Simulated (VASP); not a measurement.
# MgO (P-6m2) in VASP: single point with PBEsol

Aim: the single point of MgO with PBEsol.

Program: VASP 6.6.1. These are calculated values, not measurements. Logs are shortened: lines on timing, memory, paths and dates and some standing lists are left out, and cuts for length are marked.

## Step 1: The cell of the first run

The structure is hexagonal, space group P-6m2 (No. 187). The conventional cell has a = 2.938 Å, b = 2.938 Å, c = 2.680 Å, α = 90.00°, β = 90.00°, γ = 120.00°. Mg (site symmetry -6m2) has 6 O at 2.16 Å and 2 Mg at 2.68 Å within 2.9 Å. Within 2.9 Å of O (site symmetry -6m2) lie 6 Mg at 2.16 Å and 2 O at 2.68 Å.

## Step 2: Single point, PBEsol

Input file INCAR:

```
ALGO = Normal ; EDIFF = 1E-6
ENCUT = 600 ; GGA = PS
GGA_COMPAT = F ; ISIF = 2
ISMEAR = 0 ; LASPH = T
LCHARG = F ; LREAL = F
LWAVE = F ; NBANDS = 11
NELM = 120 ; PREC = Accurate
SIGMA = 0.01
```

Input file KPOINTS:

```
k-points
0
Gamma
  4 4 4
```

Input file POSCAR:

```
MgO
1.0
    2.9380209000      0.0000000000      0.0000000000
   -1.4690104500      2.5444007400      0.0000000000
    0.0000000000      0.0000000000      2.6796800000
Mg O
1 1
Direct
    0.0000000000      0.0000000000      0.0000000000
    0.3333333300      0.6666666700      0.5000000000
```

Potentials or basis: VASP PAW PBE potentials, release 64 (Mg, O).

The run is started by

```sh
$ cat potpaw_PBE.64/Mg/POTCAR potpaw_PBE.64/O/POTCAR > POTCAR
$ mpirun -np 1 vasp_std > vasp.out
```

OUTCAR:

```text
EDIFF = 1E-6
   ENCUT = 600
   GGA = PS
   ISIF = 2
   ISMEAR = 0
   LASPH = T
   LREAL = F
   NELM = 120
   PREC = Accurate

 ion  position               nearest neighbor table
   1  0.000  0.000  0.000-   2 2.16   2 2.16   2 2.16   2 2.16   2 2.16   2 2.16
   2  0.333  0.667  0.500-   1 2.16   1 2.16   1 2.16   1 2.16   1 2.16   1 2.16

  LATTYP: Found a hexagonal cell.
 ALAT       =     2.9380209000
 C/A-ratio  =     0.9120697542

  Lattice vectors:

 A1 = (   2.9380209000,   0.0000000000,   0.0000000000)
 A2 = (  -1.4690104500,   2.5444007400,   0.0000000000)
 A3 = (   0.0000000000,   0.0000000000,   2.6796800000)

Analysis of symmetry for initial positions (statically):
=====================================================================
 Subroutine PRICEL returns:
 Original cell was already a primitive cell.

 Routine SETGRP: Setting up the symmetry group for a
 hexagonal supercell.

 Subroutine GETGRP returns: Found 12 space group operations
 (whereof 12 operations were pure point group operations)
 out of a pool of 24 trial point group operations.

The static configuration has the point symmetry D_3h.

Analysis of symmetry for dynamics (positions and initial velocities):
=====================================================================
 Subroutine PRICEL returns:
 Original cell was already a primitive cell.

 Routine SETGRP: Setting up the symmetry group for a
 hexagonal supercell.

 Subroutine GETGRP returns: Found 12 space group operations
 (whereof 12 operations were pure point group operations)
 out of a pool of 24 trial point group operations.

The dynamic configuration has the point symmetry D_3h.

 Subroutine INISYM returns: Found 12 space group operations
 (whereof 12 operations are pure point group operations),
 and found     1 'primitive' translations

----------------------------------------------------------------------------------------

                                     Primitive cell

  volume of cell :      20.0320

  direct lattice vectors                    reciprocal lattice vectors
     2.938020900  0.000000000  0.000000000     0.340365176  0.196509926  0.000000000
    -1.469010450  2.544400740  0.000000000     0.000000000  0.393019851  0.000000000
     0.000000000  0.000000000  2.679680000     0.000000000  0.000000000  0.373178887

  length of vectors
     2.938020900  2.938020903  2.679680000     0.393019852  0.393019851  0.373178887

  position of ions in fractional coordinates (direct lattice)
     0.000000000  0.000000000  0.000000000
     0.333333330  0.666666670  0.500000000

  ion indices of the primitive-cell ions
   primitive index   ion index
                 1           1
                 2           2

----------------------------------------------------------------------------------------

 KPOINTS: k-points

Automatic generation of k-mesh.
 Grid dimensions read from file:
 generate k-points for:    4    4    4

 Generating k-lattice:

  Cartesian coordinates                     Fractional coordinates (reciprocal lattice)
     0.085091294  0.049127481  0.000000000     0.250000000  0.000000000  0.000000000
     0.000000000  0.098254963  0.000000000     0.000000000  0.250000000  0.000000000
     0.000000000  0.000000000  0.093294722     0.000000000  0.000000000  0.250000000

  Length of vectors
     0.098254963  0.098254963  0.093294722

  Shift w.r.t. Gamma in fractional coordinates (k-lattice)
     0.000000000  0.000000000  0.000000000

 Subroutine IBZKPT returns following result:
 ===========================================

 Found     12 irreducible k-points:

 Following reciprocal coordinates:
            Coordinates               Weight
  0.000000  0.000000  0.000000      1.000000
  0.250000 -0.000000  0.000000      6.000000
  0.500000 -0.000000  0.000000      3.000000
  0.250000  0.250000  0.000000      6.000000
  0.000000  0.000000  0.250000      2.000000
  0.250000 -0.000000  0.250000     12.000000
  0.500000 -0.000000  0.250000      6.000000
  0.250000  0.250000  0.250000     12.000000
  0.000000  0.000000  0.500000      1.000000
  0.250000 -0.000000  0.500000      6.000000
  0.500000 -0.000000  0.500000      3.000000
  0.250000  0.250000  0.500000      6.000000
   k-points           NKPTS =     12   k-points in BZ     NKDIM =     12   number of bands    NBANDS=     11
   number of dos      NEDOS =    301   number of ions     NIONS =      2
   total plane-waves  NPLWV =  13824
   dimension x,y,z NGX =    24 NGY =   24 NGZ =   24
   dimension x,y,z NGXF=    48 NGYF=   48 NGZF=   48
   ions per type =               1   1
   NGX,Y,Z   is equivalent  to a cutoff of  13.58, 13.58, 14.89 a.u.
   NGXF,Y,Z  is equivalent  to a cutoff of  27.16, 27.16, 29.78 a.u.
 SYSTEM =  unknown system
   PREC   = accura    normal or accurate (medium, high low for compatibility)
   ISTART =      0    job   : 0-new  1-cont  2-samecut
   ICHARG =      2    charge: 1-file 2-atom 10-const
   ISPIN  =      1    spin polarized calculation?
   LNONCOLLINEAR =      F non collinear calculations
   LSORBIT =      F    spin-orbit coupling
   LASPH  =      T    aspherical Exc in radial PAW
   ENCUT  =  600.0 eV  44.10 Ry    6.64 a.u.   5.87  5.87  5.35*2*pi/ulx,y,z
   NELM   =    120;   NELMIN=  2; NELMDL= -5     # of ELM steps
   EDIFF  = 0.1E-05   stopping-criterion for ELM
   LREAL  =      F    real-space projection
   EDIFFG = 0.1E-04   stopping-criterion for IOM
   NSW    =      0    number of steps for IOM
   IBRION =     -1    ionic relax: 0-MD 1-quasi-New 2-CG
   NFREE  =      0    steps in history (QN), initial steepest desc. (CG)
   ISIF   =      2    stress and relaxation
   ISYM   =      2    0-nonsym 1-usesym 2-fastsym
   POTIM  = 0.5000    time-step for ionic-motion
   TEBEG  =    0.0;   TEEND  =   0.0 temperature during run
   PSTRESS=    0.0 pullay stress
   NELECT =       8.0000    total number of electrons
   NUPDOWN=      -1.0000    fix difference up-down
   EMIN   =  10.00;   EMAX   =-10.00  energy-range for DOS
   EFERMI =   0.00;   METHOD = LEGACY
   ISMEAR =     0;   SIGMA  =   0.01  broadening in eV -4-tet -1-fermi 0-gaus
   EFERMI_NEDOS =   21; number of points for ismear=-14 and -15
   IALGO  =     38    algorithm
   IMIX   =      4    mixing-type and parameters
     AMIX     =   0.40;   BMIX     =  1.00
     AMIX_MAG =   1.60;   BMIX_MAG =  1.00
  volume/ion in A,a.u.               =      10.02        67.59
  Fermi-wavevector in a.u.,A,eV,Ry     =   1.205583  2.278221 19.775115  1.453430
  Thomas-Fermi vector in A             =   2.341275
   LORBIT       =      0    0 simple, 1 ext, 2 COOP (PROOUT), +10 PAW based schemes
   GGA     = PS    functional components
   LHFCALC =     F    Hartree Fock is set to
   AEXX    =    0.0000 exact exchange contribution
   IVDW    =     0    specifies the selected vdW correction
   LEPSILON=     F    determine dielectric tensor
   LRPA    =     F    only Hartree local field effects (RPA)
 non-spin polarized calculation
 Gauss-broadening in eV      SIGMA  =   0.01
  energy-cutoff  :      600.00
  volume of cell :       20.03
 maximum number of plane-waves:       683
 NGX is ok and might be reduce to    24
   NGX = 11   NGY = 11   NGZ = 11

 number of electron       7.9999996 magnetization

 Free energy of the ion-electron system (eV)
  ---------------------------------------------------
  ext. energy  EPLUGINS =         0.00000000
  ---------------------------------------------------
  free energy    TOTEN  =       -11.79532417 eV

  energy without entropy =      -11.79532417  energy(sigma->0) =      -11.79532417

 E-fermi :   3.2487     XC(G=0): -10.9495

 val. band max:        3.1627151379   @ k =   0.2500   0.2500   0.0000
 cond. band min:       6.1133307712   @ k =   0.0000   0.0000   0.0000
 fundamental gap:      2.9506156334
 Fermi energy:         3.2486803746

 k-point     1 :       0.0000    0.0000    0.0000
  band No.  band energies     occupation
      1     -14.1657      2.00000
      2       2.6013      2.00000
      3       2.6013      2.00000
      4       2.8040      2.00000
      5       6.1133      0.00000
      6      14.8821      0.00000
      7      18.6343      0.00000
      8      18.6343      0.00000
      9      22.8390      0.00000
     10      23.9472      0.00000
     11      25.5646      0.00000

 k-point     2 :       0.2500   -0.0000    0.0000
  band No.  band energies     occupation
      1     -13.6748      2.00000
      2       0.0101      2.00000
      3       2.2218      2.00000
      4       2.9773      2.00000
      5       8.4802      0.00000
      6      14.0601      0.00000
      7      16.8430      0.00000
      8      19.9143      0.00000
      9      22.9900      0.00000
     10      23.8666      0.00000
     11      26.8581      0.00000

 k-point     3 :       0.5000   -0.0000    0.0000
  band No.  band energies     occupation
      1     -13.1062      2.00000
      2      -1.7421      2.00000
      3       1.8792      2.00000
      4       3.1620      2.00000
      5       9.6548      0.00000
      6      13.6681      0.00000
      7      16.1328      0.00000
      8      20.8899      0.00000
      9      21.9320      0.00000
     10      25.0496      0.00000
     11      28.0338      0.00000
[... 99 lines left out ...]
 k-point    11 :       0.5000   -0.0000    0.5000
  band No.  band energies     occupation
      1     -12.3336      2.00000
      2      -0.5496      2.00000
      3      -0.1917      2.00000
      4       2.3751      2.00000
      5       8.8773      0.00000
      6      14.4580      0.00000
      7      17.0935      0.00000
      8      17.9193      0.00000
      9      18.2880      0.00000
     10      24.2848      0.00000
     11      25.9878      0.00000

 k-point    12 :       0.2500    0.2500    0.5000
  band No.  band energies     occupation
      1     -12.3374      2.00000
      2      -0.5837      2.00000
      3       0.3585      2.00000
      4       1.5765      2.00000
      5       9.4189      0.00000
      6      14.7544      0.00000
      7      15.9637      0.00000
      8      17.2388      0.00000
      9      19.6839      0.00000
     10      24.2728      0.00000
     11      27.6158      0.00000

------------------------ aborting loop because EDIFF is reached ----------------------------------------

  FORCE on cell =-STRESS in cart. coord.  units (eV):
  Direction    XX          YY          ZZ          XY          YZ          ZX
  --------------------------------------------------------------------------------------
  -------------------------------------------------------------------------------------
  Total       -0.5517885     -0.5517885     -0.5863966      0.0000000     -0.0000000      0.0000000
  in kB      -44.1326351    -44.1326353    -46.9006335      0.0000000     -0.0000000      0.0000000
  external PRESSURE =     -45.0553013 kB  Pullay stress =       0.0000000 kB

 VOLUME and BASIS-vectors are now :
 -----------------------------------------------------------------------------
  energy-cutoff  :      600.00
  volume of cell :       20.03
      direct lattice vectors                 reciprocal lattice vectors
     2.938020900  0.000000000  0.000000000     0.340365176  0.196509926  0.000000000
    -1.469010450  2.544400740  0.000000000     0.000000000  0.393019851  0.000000000
     0.000000000  0.000000000  2.679680000     0.000000000  0.000000000  0.373178887

 POSITION                                       TOTAL-FORCE (eV/Angst)
 -----------------------------------------------------------------------------------
      0.00000      0.00000      0.00000         0.000000     -0.000000      0.000000
     -0.00000      1.69627      1.33984        -0.000000      0.000000      0.000000
 -----------------------------------------------------------------------------------
    total drift:                                0.000018     -0.000011     -0.000000

  FREE ENERGIE OF THE ION-ELECTRON SYSTEM (eV)
  ---------------------------------------------------
  free  energy   TOTEN  =       -11.7953241747 eV

  energy  without entropy=      -11.7953241747  energy(sigma->0) =      -11.79532417
```

Run time: 3.5 s. Hardware: 1 thread of Intel Xeon 6975P-C (Granite Rapids), shared host; peak memory 0.13 GiB.

Results:

```
Free energy            : -11.7953 eV
Pressure               : -4.5 GPa
Band gap on the k mesh : 2.95 eV, indirect (least direct gap 3.31 eV)
```

Stress tensor (GPa, compression positive):
```
-4.41  0.00  0.00
 0.00 -4.41  0.00
 0.00  0.00 -4.69
```

Caveat: the k points lie up to 0.62 Å⁻¹ apart; the PAW data sets were made with another functional, which shifts forces and pressure a little.
